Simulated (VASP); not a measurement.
# CdS (Fm-3m) in VASP: single point with PBEsol

Aim: the single point of CdS with PBEsol.

All numbers are computed with VASP 6.6.1; they aren't measurements. Logs are shortened: lines on timing, memory, paths and dates and some standing lists are left out, and cuts for length are marked.

**1. The cell of the first run**

The structure is cubic, space group Fm-3m (No. 225). Conventional cell: a = 5.506 Å, b = 5.506 Å, c = 5.506 Å, α = 90.00°, β = 90.00°, γ = 90.00°. Within 3.6 Å of Cd (site symmetry m-3m) lie 6 S at 2.75 Å. Within 3.6 Å of S (site symmetry m-3m) lie 6 Cd at 2.75 Å.

**2. Single point, PBEsol**

The input, INCAR:

```
  PREC = Accurate
  ENCUT = 520
  EDIFF = 1E-7
  ISMEAR = 0
  SIGMA = 0.01
  LREAL = False
  LASPH = True
  NELM = 100
  ALGO = Normal
  ISIF = 2
  LWAVE = False
  LCHARG = False
  GGA = PS
  NBANDS = 16
```

The input, KPOINTS:

```
Automatic mesh
0
Gamma
  6 6 6
```

The input, POSCAR:

```
CdS
1.0
    0.0000000000      2.7532440000      2.7532440000
    2.7532440000      0.0000000000      2.7532440000
    2.7532440000      2.7532440000      0.0000000000
Cd S
1 1
Direct
    0.0000000000      0.0000000000      0.0000000000
    0.5000000000      0.5000000000      0.5000000000
```

Potentials or basis: VASP PAW PBE potentials, release 64 (Cd, S).

Launch:

```
$ cat potpaw_PBE.64/Cd/POTCAR potpaw_PBE.64/S/POTCAR > POTCAR
$ mpirun -np 1 vasp_std > vasp.out
```

OUTCAR:

```text
PREC = Accurate
   ENCUT = 520
   EDIFF = 1E-7
   ISMEAR = 0
   LREAL = False
   LASPH = True
   NELM = 100
   ISIF = 2
   GGA = PS

 ion  position               nearest neighbor table
   1  0.000  0.000  0.000-   2 2.75   2 2.75   2 2.75   2 2.75   2 2.75   2 2.75
   2  0.500  0.500  0.500-   1 2.75   1 2.75   1 2.75   1 2.75   1 2.75   1 2.75

  LATTYP: Found a face centered cubic cell.
 ALAT       =     5.5064880000

  Lattice vectors:

 A1 = (   0.0000000000,   2.7532440000,   2.7532440000)
 A2 = (   2.7532440000,   0.0000000000,   2.7532440000)
 A3 = (   2.7532440000,   2.7532440000,   0.0000000000)

Analysis of symmetry for initial positions (statically):
=====================================================================
 Subroutine PRICEL returns:
 Original cell was already a primitive cell.

 Routine SETGRP: Setting up the symmetry group for a
 face centered cubic supercell.

 Subroutine GETGRP returns: Found 48 space group operations
 (whereof 48 operations were pure point group operations)
 out of a pool of 48 trial point group operations.

The static configuration has the point symmetry O_h .

Analysis of symmetry for dynamics (positions and initial velocities):
=====================================================================
 Subroutine PRICEL returns:
 Original cell was already a primitive cell.

 Routine SETGRP: Setting up the symmetry group for a
 face centered cubic supercell.

 Subroutine GETGRP returns: Found 48 space group operations
 (whereof 48 operations were pure point group operations)
 out of a pool of 48 trial point group operations.

The dynamic configuration has the point symmetry O_h .

 Subroutine INISYM returns: Found 48 space group operations
 (whereof 48 operations are pure point group operations),
 and found     1 'primitive' translations

----------------------------------------------------------------------------------------

                                     Primitive cell

  volume of cell :      41.7411

  direct lattice vectors                    reciprocal lattice vectors
     0.000000000  2.753244000  2.753244000    -0.181603955  0.181603955  0.181603955
     2.753244000  0.000000000  2.753244000     0.181603955 -0.181603955  0.181603955
     2.753244000  2.753244000  0.000000000     0.181603955  0.181603955 -0.181603955

  length of vectors
     3.893675005  3.893675005  3.893675005     0.314547277  0.314547277  0.314547277

  position of ions in fractional coordinates (direct lattice)
     0.000000000  0.000000000  0.000000000
     0.500000000  0.500000000  0.500000000

  ion indices of the primitive-cell ions
   primitive index   ion index
                 1           1
                 2           2

----------------------------------------------------------------------------------------

 KPOINTS: Automatic mesh

Automatic generation of k-mesh.
 Grid dimensions read from file:
 generate k-points for:    6    6    6

 Generating k-lattice:

  Cartesian coordinates                     Fractional coordinates (reciprocal lattice)
    -0.030267326  0.030267326  0.030267326     0.166666667  0.000000000  0.000000000
     0.030267326 -0.030267326  0.030267326     0.000000000  0.166666667  0.000000000
     0.030267326  0.030267326 -0.030267326     0.000000000  0.000000000  0.166666667

  Length of vectors
     0.052424546  0.052424546  0.052424546

  Shift w.r.t. Gamma in fractional coordinates (k-lattice)
     0.000000000  0.000000000  0.000000000

 Subroutine IBZKPT returns following result:
 ===========================================

 Found     16 irreducible k-points:

 Following reciprocal coordinates:
            Coordinates               Weight
  0.000000  0.000000  0.000000      1.000000
  0.166667  0.000000  0.000000      8.000000
  0.333333  0.000000  0.000000      8.000000
  0.500000  0.000000  0.000000      4.000000
  0.166667  0.166667  0.000000      6.000000
  0.333333  0.166667  0.000000     24.000000
[... 8 lines left out ...]
 -0.333333  0.333333  0.166667     24.000000
 -0.333333  0.500000  0.166667     12.000000
   k-points           NKPTS =     16   k-points in BZ     NKDIM =     16   number of bands    NBANDS=     16
   number of dos      NEDOS =    301   number of ions     NIONS =      2
   total plane-waves  NPLWV =  27000
   dimension x,y,z NGX =    30 NGY =   30 NGZ =   30
   dimension x,y,z NGXF=    60 NGYF=   60 NGZF=   60
   ions per type =               1   1
   NGX,Y,Z   is equivalent  to a cutoff of  12.81, 12.81, 12.81 a.u.
   NGXF,Y,Z  is equivalent  to a cutoff of  25.62, 25.62, 25.62 a.u.
 SYSTEM =  unknown system
   PREC   = accura    normal or accurate (medium, high low for compatibility)
   ISTART =      0    job   : 0-new  1-cont  2-samecut
   ICHARG =      2    charge: 1-file 2-atom 10-const
   ISPIN  =      1    spin polarized calculation?
   LNONCOLLINEAR =      F non collinear calculations
   LSORBIT =      F    spin-orbit coupling
   LASPH  =      T    aspherical Exc in radial PAW
   ENCUT  =  520.0 eV  38.22 Ry    6.18 a.u.   7.24  7.24  7.24*2*pi/ulx,y,z
   NELM   =    100;   NELMIN=  2; NELMDL= -5     # of ELM steps
   EDIFF  = 0.1E-06   stopping-criterion for ELM
   LREAL  =      F    real-space projection
   EDIFFG = 0.1E-05   stopping-criterion for IOM
   NSW    =      0    number of steps for IOM
   IBRION =     -1    ionic relax: 0-MD 1-quasi-New 2-CG
   NFREE  =      0    steps in history (QN), initial steepest desc. (CG)
   ISIF   =      2    stress and relaxation
   ISYM   =      2    0-nonsym 1-usesym 2-fastsym
   POTIM  = 0.5000    time-step for ionic-motion
   TEBEG  =    0.0;   TEEND  =   0.0 temperature during run
   PSTRESS=    0.0 pullay stress
   NELECT =      18.0000    total number of electrons
   NUPDOWN=      -1.0000    fix difference up-down
   EMIN   =  10.00;   EMAX   =-10.00  energy-range for DOS
   EFERMI =   0.00;   METHOD = LEGACY
   ISMEAR =     0;   SIGMA  =   0.01  broadening in eV -4-tet -1-fermi 0-gaus
   EFERMI_NEDOS =   21; number of points for ismear=-14 and -15
   IALGO  =     38    algorithm
   IMIX   =      4    mixing-type and parameters
     AMIX     =   0.40;   BMIX     =  1.00
     AMIX_MAG =   1.60;   BMIX_MAG =  1.00
  volume/ion in A,a.u.               =      20.87       140.84
  Fermi-wavevector in a.u.,A,eV,Ry     =   1.236833  2.337275 20.813583  1.529755
  Thomas-Fermi vector in A             =   2.371425
   LORBIT       =      0    0 simple, 1 ext, 2 COOP (PROOUT), +10 PAW based schemes
   GGA     = PS    functional components
   LHFCALC =     F    Hartree Fock is set to
   AEXX    =    0.0000 exact exchange contribution
   IVDW    =     0    specifies the selected vdW correction
   LEPSILON=     F    determine dielectric tensor
   LRPA    =     F    only Hartree local field effects (RPA)
 non-spin polarized calculation
 Gauss-broadening in eV      SIGMA  =   0.01
  energy-cutoff  :      520.00
  volume of cell :       41.74
 maximum number of plane-waves:      1158
 NGX is ok and might be reduce to    30
   NGX = 15   NGY = 15   NGZ = 15

 number of electron      18.0000005 magnetization

 Free energy of the ion-electron system (eV)
  ---------------------------------------------------
  ext. energy  EPLUGINS =         0.00000000
  ---------------------------------------------------
  free energy    TOTEN  =        -6.61164683 eV

  energy without entropy =       -6.61164683  energy(sigma->0) =       -6.61164683

 E-fermi :   2.6879     XC(G=0): -10.5074

 val. band max:        2.6224616026   @ k =   0.5000   0.0000   0.0000
 cond. band min:       2.7479177737   @ k =   0.5000   0.5000   0.0000
 fundamental gap:      0.1254561710
 Fermi energy:         2.6879437004

 k-point     1 :       0.0000    0.0000    0.0000
  band No.  band energies     occupation
      1     -10.0608      2.00000
      2      -4.9432      2.00000
      3      -4.9432      2.00000
      4      -4.9416      2.00000
      5      -4.9416      2.00000
      6      -4.9416      2.00000
[... 8 lines left out ...]
     15      13.7936      0.00000
     16      13.7936      0.00000

 k-point     2 :       0.1667    0.0000    0.0000
  band No.  band energies     occupation
      1      -9.8319      2.00000
      2      -5.0194      2.00000
      3      -5.0194      2.00000
      4      -4.9684      2.00000
      5      -4.8930      2.00000
      6      -4.8930      2.00000
[... 8 lines left out ...]
     15      12.8282      0.00000
     16      13.3478      0.00000

 k-point     3 :       0.3333    0.0000    0.0000
  band No.  band energies     occupation
      1      -9.2884      2.00000
      2      -5.1653      2.00000
      3      -5.1653      2.00000
      4      -5.0762      2.00000
      5      -4.7933      2.00000
      6      -4.7933      2.00000
[... 8 lines left out ...]
     15      14.1848      0.00000
     16      14.1848      0.00000

 k-point     4 :       0.5000    0.0000    0.0000
  band No.  band energies     occupation
      1      -8.9491      2.00000
      2      -5.2351      2.00000
      3      -5.2351      2.00000
      4      -5.1900      2.00000
      5      -4.7424      2.00000
      6      -4.7424      2.00000
[... 8 lines left out ...]
     15      15.5731      0.00000
     16      15.5731      0.00000
[... 172 lines left out ...]
 k-point    14 :       0.5000    0.3333    0.1667
  band No.  band energies     occupation
      1      -9.1369      2.00000
      2      -5.0670      2.00000
      3      -5.0076      2.00000
      4      -4.9878      2.00000
      5      -4.7589      2.00000
      6      -4.6365      2.00000
[... 8 lines left out ...]
     15      16.4852      0.00000
     16      17.5164      0.00000

 k-point    15 :      -0.3333    0.3333    0.1667
  band No.  band energies     occupation
      1      -9.0060      2.00000
      2      -5.1214      2.00000
      3      -4.9738      2.00000
      4      -4.9462      2.00000
      5      -4.7136      2.00000
      6      -4.4697      2.00000
[... 8 lines left out ...]
     15      15.1220      0.00000
     16      17.2105      0.00000

 k-point    16 :      -0.3333    0.5000    0.1667
  band No.  band energies     occupation
      1      -9.0627      2.00000
      2      -5.0266      2.00000
      3      -5.0061      2.00000
      4      -4.8269      2.00000
      5      -4.6780      2.00000
      6      -4.1730      2.00000
[... 8 lines left out ...]
     15      16.2422      0.00000
     16      17.2393      0.00000

------------------------ aborting loop because EDIFF is reached ----------------------------------------

  FORCE on cell =-STRESS in cart. coord.  units (eV):
  Direction    XX          YY          ZZ          XY          YZ          ZX
  --------------------------------------------------------------------------------------
  -------------------------------------------------------------------------------------
  Total       -1.0253428     -1.0253428     -1.0253428      0.0000000     -0.0000000      0.0000000
  in kB      -39.3564190    -39.3564190    -39.3564190      0.0000000     -0.0000000      0.0000000
  external PRESSURE =     -39.3564190 kB  Pullay stress =       0.0000000 kB

 VOLUME and BASIS-vectors are now :
 -----------------------------------------------------------------------------
  energy-cutoff  :      520.00
  volume of cell :       41.74
      direct lattice vectors                 reciprocal lattice vectors
     0.000000000  2.753244000  2.753244000    -0.181603955  0.181603955  0.181603955
     2.753244000  0.000000000  2.753244000     0.181603955 -0.181603955  0.181603955
     2.753244000  2.753244000  0.000000000     0.181603955  0.181603955 -0.181603955

 POSITION                                       TOTAL-FORCE (eV/Angst)
 -----------------------------------------------------------------------------------
      0.00000      0.00000      0.00000         0.000000     -0.000000     -0.000000
      2.75324      2.75324      2.75324        -0.000000      0.000000      0.000000
 -----------------------------------------------------------------------------------
    total drift:                               -0.000000      0.000000      0.000000

  FREE ENERGIE OF THE ION-ELECTRON SYSTEM (eV)
  ---------------------------------------------------
  free  energy   TOTEN  =        -6.6116468274 eV

  energy  without entropy=       -6.6116468274  energy(sigma->0) =       -6.61164683
```

Run time: 22 s. Hardware: 1 thread of Intel Xeon 8259CL, shared host; peak memory 0.16 GiB.

Results:

```yaml
Free_energy: -6.6116 eV
Pressure: -3.9 GPa
Band_gap_on_the_k_mesh: 0.13 eV, indirect (least direct gap 1.41 eV)
```

Caveat: the PAW data sets were made with another functional, which shifts forces and pressure a little. A k mesh can miss the band edges.
